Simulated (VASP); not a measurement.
# BN (R3m) in VASP: a series of runs

Runs on BN. Level: PBE+D3(BJ). Tasks: single point, relaxation of cell and atoms, relaxation of the atoms.

All numbers are computed with VASP 6.6.1; they aren't measurements. Logs are shortened: lines on timing, memory, paths and dates and some standing lists are left out, and cuts for length are marked.

### Step 1. The cell of the first run

It takes space group R3m (No. 160, trigonal). Conventional cell: a = 2.506 Å, b = 2.506 Å, c = 9.895 Å, α = 90.00°, β = 90.00°, γ = 120.00°. B (site symmetry 3m) has 3 N at 1.45 Å within 1.9 Å. N (site symmetry 3m) has 3 B at 1.45 Å within 1.9 Å.

### Step 2. Single point, PBE+D3(BJ)

INCAR reads:

```
SYSTEM = BN
  PREC = Accurate
  ENCUT = 600
  EDIFF = 1E-6
  ISMEAR = 0
  SIGMA = 0.02
  LREAL = .FALSE.
  LASPH = .TRUE.
  NELM = 120
  ALGO = Normal
  ISIF = 2
  LWAVE = .FALSE.
  LCHARG = .TRUE.
  GGA = PE
  IVDW = 12
  LELF = .TRUE.
  LVHAR = .TRUE.
  NBANDS = 11
  GGA_COMPAT = .FALSE.
```

KPOINTS reads:

```
regular mesh
0
G
  12 12 12
  0 0 0
```

POSCAR reads:

```
BN
1.0
    1.2530589412      0.7234539170      3.2984862747
   -1.2530589412      0.7234539170      3.2984862747
    0.0000000000     -1.4469078340      3.2984862747
B N
1 1
Direct
    0.9996960432      0.9996960432      0.9996960432
    0.3327369568      0.3327369568      0.3327369568
```

Potentials or basis: VASP PAW PBE potentials, release 64 (B, N).

The run is started by

```bash
cat potpaw_PBE.64/B/POTCAR potpaw_PBE.64/N/POTCAR > POTCAR
mpirun -np 1 vasp_std > vasp.out
```

OUTCAR:

```text
SYSTEM = BN
   PREC = Accurate
   ENCUT = 600
   EDIFF = 1E-6
   ISMEAR = 0
   LREAL = .FALSE.
   LASPH = .TRUE.
   NELM = 120
   ISIF = 2
   GGA = PE
   IVDW = 12
 IVDW          = 12

 ion  position               nearest neighbor table
   1  1.000  1.000  1.000-   2 1.45   2 1.45   2 1.45
   2  0.333  0.333  0.333-   1 1.45   1 1.45   1 1.45

  LATTYP: Found a trigonal (rhomboedric) cell.
 ALAT       =     3.6018820059
 COS(alpha) =     0.7579450146

  Lattice vectors:

 A1 = (   1.2530589412,   0.7234539170,   3.2984862747)
 A2 = (  -1.2530589412,   0.7234539170,   3.2984862747)
 A3 = (   0.0000000000,  -1.4469078340,   3.2984862747)

Analysis of symmetry for initial positions (statically):
=====================================================================
 Subroutine PRICEL returns:
 Original cell was already a primitive cell.

 Routine SETGRP: Setting up the symmetry group for a
 trigonal (rhombohedral) supercell.

 Subroutine GETGRP returns: Found  6 space group operations
 (whereof  6 operations were pure point group operations)
 out of a pool of 12 trial point group operations.

The static configuration has the point symmetry C_3v.

Analysis of symmetry for dynamics (positions and initial velocities):
=====================================================================
 Subroutine PRICEL returns:
 Original cell was already a primitive cell.

 Routine SETGRP: Setting up the symmetry group for a
 trigonal (rhombohedral) supercell.

 Subroutine GETGRP returns: Found  6 space group operations
 (whereof  6 operations were pure point group operations)
 out of a pool of 12 trial point group operations.

The dynamic configuration has the point symmetry C_3v.

 Subroutine INISYM returns: Found  6 space group operations
 (whereof  6 operations are pure point group operations),
 and found     1 'primitive' translations

----------------------------------------------------------------------------------------

                                     Primitive cell

  volume of cell :      17.9411

  direct lattice vectors                    reciprocal lattice vectors
     1.253058941  0.723453917  3.298486275     0.399023528  0.230376342  0.101056456
    -1.253058941  0.723453917  3.298486275    -0.399023528  0.230376342  0.101056456
     0.000000000 -1.446907834  3.298486275     0.000000000 -0.460752683  0.101056456

  length of vectors
     3.601882006  3.601882006  3.601882006     0.471704825  0.471704825  0.471704825

  position of ions in fractional coordinates (direct lattice)
     0.999696043  0.999696043  0.999696043
     0.332736957  0.332736957  0.332736957

  ion indices of the primitive-cell ions
   primitive index   ion index
                 1           1
                 2           2

----------------------------------------------------------------------------------------

 KPOINTS: regular mesh

Automatic generation of k-mesh.
 Grid dimensions read from file:
 generate k-points for:   12   12   12

 Generating k-lattice:

  Cartesian coordinates                     Fractional coordinates (reciprocal lattice)
     0.033251961  0.019198028  0.008421371     0.083333333  0.000000000  0.000000000
    -0.033251961  0.019198028  0.008421371     0.000000000  0.083333333  0.000000000
     0.000000000 -0.038396057  0.008421371     0.000000000  0.000000000  0.083333333

  Length of vectors
     0.039308735  0.039308735  0.039308735

  Shift w.r.t. Gamma in fractional coordinates (k-lattice)
     0.000000000  0.000000000  0.000000000

 Subroutine IBZKPT returns following result:
 ===========================================

 Found    189 irreducible k-points:

 Following reciprocal coordinates:
            Coordinates               Weight
  0.000000  0.000000  0.000000      1.000000
  0.083333 -0.000000  0.000000      6.000000
  0.166667 -0.000000  0.000000      6.000000
  0.250000  0.000000  0.000000      6.000000
  0.333333 -0.000000  0.000000      6.000000
  0.416667  0.000000  0.000000      6.000000
[... 16 lines left out ...]
  0.500000  0.166667  0.000000     12.000000
 -0.416667  0.166667  0.000000     12.000000
 [... further k-points ...]
   k-points           NKPTS =    189   k-points in BZ     NKDIM =    189   number of bands    NBANDS=     11
   number of dos      NEDOS =    301   number of ions     NIONS =      2
   total plane-waves  NPLWV =  27000
   dimension x,y,z NGX =    30 NGY =   30 NGZ =   30
   dimension x,y,z NGXF=    60 NGYF=   60 NGZF=   60
   ions per type =               1   1
   NGX,Y,Z   is equivalent  to a cutoff of  13.85, 13.85, 13.85 a.u.
   NGXF,Y,Z  is equivalent  to a cutoff of  27.69, 27.69, 27.69 a.u.
 SYSTEM =  BN
   PREC   = accura    normal or accurate (medium, high low for compatibility)
   ISTART =      0    job   : 0-new  1-cont  2-samecut
   ICHARG =      2    charge: 1-file 2-atom 10-const
   ISPIN  =      1    spin polarized calculation?
   LNONCOLLINEAR =      F non collinear calculations
   LSORBIT =      F    spin-orbit coupling
   LASPH  =      T    aspherical Exc in radial PAW
   ENCUT  =  600.0 eV  44.10 Ry    6.64 a.u.   7.19  7.19  7.19*2*pi/ulx,y,z
   NELM   =    120;   NELMIN=  2; NELMDL= -5     # of ELM steps
   EDIFF  = 0.1E-05   stopping-criterion for ELM
   LREAL  =      F    real-space projection
   EDIFFG = 0.1E-04   stopping-criterion for IOM
   NSW    =      0    number of steps for IOM
   IBRION =     -1    ionic relax: 0-MD 1-quasi-New 2-CG
   NFREE  =      0    steps in history (QN), initial steepest desc. (CG)
   ISIF   =      2    stress and relaxation
   ISYM   =      2    0-nonsym 1-usesym 2-fastsym
   POTIM  = 0.5000    time-step for ionic-motion
   TEBEG  =    0.0;   TEEND  =   0.0 temperature during run
   PSTRESS=    0.0 pullay stress
   NELECT =       8.0000    total number of electrons
   NUPDOWN=      -1.0000    fix difference up-down
   EMIN   =  10.00;   EMAX   =-10.00  energy-range for DOS
   EFERMI =   0.00;   METHOD = LEGACY
   ISMEAR =     0;   SIGMA  =   0.02  broadening in eV -4-tet -1-fermi 0-gaus
   EFERMI_NEDOS =   21; number of points for ismear=-14 and -15
   IALGO  =     38    algorithm
   IMIX   =      4    mixing-type and parameters
     AMIX     =   0.40;   BMIX     =  1.00
     AMIX_MAG =   1.60;   BMIX_MAG =  1.00
  volume/ion in A,a.u.               =       8.97        60.54
  Fermi-wavevector in a.u.,A,eV,Ry     =   1.250706  2.363492 21.283140  1.564267
  Thomas-Fermi vector in A             =   2.384688
   LORBIT       =      0    0 simple, 1 ext, 2 COOP (PROOUT), +10 PAW based schemes
   GGA     = PE    functional components
   LHFCALC =     F    Hartree Fock is set to
   AEXX    =    0.0000 exact exchange contribution
   IVDW    =    12    specifies the selected vdW correction
   LEPSILON=     F    determine dielectric tensor
   LRPA    =     F    only Hartree local field effects (RPA)
 non-spin polarized calculation
 Gauss-broadening in eV      SIGMA  =   0.02
  energy-cutoff  :      600.00
  volume of cell :       17.94
 maximum number of plane-waves:       613
 NGX is ok and might be reduce to    30
   NGX = 15   NGY = 15   NGZ = 15

 number of electron       8.0000000 magnetization

 Free energy of the ion-electron system (eV)
  ---------------------------------------------------
  ext. energy  EPLUGINS =         0.00000000
  ---------------------------------------------------
  free energy    TOTEN  =       -17.57865502 eV

  energy without entropy =      -17.57865502  energy(sigma->0) =      -17.57865502

 E-fermi :   2.4178     XC(G=0): -10.1176

 val. band max:        2.2847786120   @ k =  -0.3333   0.3333   0.0000
 cond. band min:       6.5176379140   @ k =   0.5000   0.5000   0.0000
 fundamental gap:      4.2328593020
 Fermi energy:         2.4177700064

 k-point     1 :       0.0000    0.0000    0.0000
  band No.  band energies     occupation
      1     -15.4803      2.00000
      2      -1.7347      2.00000
      3       1.0050      2.00000
      4       1.0050      2.00000
      5       7.5951      0.00000
      6      13.9422      0.00000
      7      13.9422      0.00000
      8      15.4221      0.00000
      9      17.0735      0.00000
     10      28.1847      0.00000
     11      30.7382      0.00000

 k-point     2 :       0.0833   -0.0000    0.0000
  band No.  band energies     occupation
      1     -15.3424      2.00000
      2      -1.5904      2.00000
      3       0.4372      2.00000
      4       0.7494      2.00000
      5       7.8809      0.00000
      6      13.8739      0.00000
      7      14.5318      0.00000
      8      14.9485      0.00000
      9      17.5015      0.00000
     10      28.3067      0.00000
     11      28.7406      0.00000

 k-point     3 :       0.1667   -0.0000    0.0000
  band No.  band energies     occupation
      1     -14.9361      2.00000
      2      -1.1834      2.00000
      3      -0.9641      2.00000
      4       0.1273      2.00000
      5       8.6254      0.00000
      6      13.6058      0.00000
      7      13.8290      0.00000
      8      16.1356      0.00000
      9      18.5379      0.00000
     10      25.5777      0.00000
     11      27.6436      0.00000
[... 267 lines left out ...]
 k-point    23 :       0.5000    0.1667    0.0000
  band No.  band energies     occupation
      1     -12.3590      2.00000
      2      -5.7895      2.00000
      3      -2.9326      2.00000
      4       1.3918      2.00000
      5       8.0772      0.00000
      6      13.8136      0.00000
      7      15.6768      0.00000
      8      17.5418      0.00000
      9      19.8162      0.00000
     10      22.6670      0.00000
     11      25.8203      0.00000

 k-point    24 :      -0.4167    0.1667    0.0000
  band No.  band energies     occupation
      1     -12.0335      2.00000
      2      -6.2935      2.00000
      3      -3.1031      2.00000
      4       1.9995      2.00000
      5       7.4830      0.00000
      6      13.8084      0.00000
      7      15.9252      0.00000
      8      16.7703      0.00000
      9      20.2372      0.00000
     10      23.2698      0.00000
     11      25.6154      0.00000

 [... further k-points ...]

------------------------ aborting loop because EDIFF is reached ----------------------------------------

 Edisp (eV)   -0.28420

 E8    (eV) :    -0.0833

  FORCE on cell =-STRESS in cart. coord.  units (eV):
  Direction    XX          YY          ZZ          XY          YZ          ZX
  --------------------------------------------------------------------------------------
  -------------------------------------------------------------------------------------
  Total      -0.00147    -0.00147    -0.03152     0.00000     0.00000     0.00000
  in kB      -0.13085    -0.13085    -2.81448     0.00000     0.00000     0.00000
  external pressure =       -1.03 kB  Pullay stress =        0.00 kB

 VOLUME and BASIS-vectors are now :
 -----------------------------------------------------------------------------
  energy-cutoff  :      600.00
  volume of cell :       17.94
      direct lattice vectors                 reciprocal lattice vectors
     1.253058941  0.723453917  3.298486275     0.399023528  0.230376342  0.101056456
    -1.253058941  0.723453917  3.298486275    -0.399023528  0.230376342  0.101056456
     0.000000000 -1.446907834  3.298486275     0.000000000 -0.460752683  0.101056456

 POSITION                                       TOTAL-FORCE (eV/Angst)
 -----------------------------------------------------------------------------------
      0.00000      0.00000      9.89245         0.000000      0.000000     -0.000019
      0.00000      0.00000      3.29258         0.000000     -0.000000      0.000019
 -----------------------------------------------------------------------------------
    total drift:                                0.000000      0.000000      0.000036

  FREE ENERGIE OF THE ION-ELECTRON SYSTEM (eV)
  ---------------------------------------------------
  free  energy   TOTEN  =       -17.8628569910 eV

  energy  without entropy=      -17.8628569910  energy(sigma->0) =      -17.86285699
```

Run time: 63 s. Hardware: 1 thread of Intel Xeon 6975P-C, shared host; peak memory 0.21 GiB.

Results:

- Free energy: -17.8629 eV
- Pressure: -0.1 GPa
- Band gap on the k mesh: 4.23 eV, indirect (least direct gap 4.69 eV)
- Dispersion energy per atom: -0.142 eV

Stress tensor (GPa, compression positive):
```
-0.01  0.00  0.00
 0.00 -0.01  0.00
 0.00  0.00 -0.28
```

Levels at points of the mesh, in eV from the valence-band top:
| k point | band 1 | band 2 | band 3 | band 4 | band 5 | band 6 | band 7 | band 8 |
| --- | --- | --- | --- | --- | --- | --- | --- | --- |
| (0.00, 0.00, 0.00) | -17.77 | -4.02 | -1.28 | -1.28 | 5.31 | 11.66 | 11.66 | 13.14 |
| (0.50, 0.00, 0.00) | -14.57 | -8.91 | -4.05 | -0.55 | 5.32 | 9.93 | 13.18 | 15.24 |
| (0.50, 0.50, 0.00) | -14.49 | -8.77 | -4.12 | -1.20 | 4.23 | 9.86 | 14.41 | 17.88 |
| (0.50, 0.50, 0.50) | -17.46 | -6.20 | -1.30 | -1.30 | 10.35 | 11.57 | 11.57 | 12.31 |

A k mesh can miss the band edges.

[end of part 1 of 2]
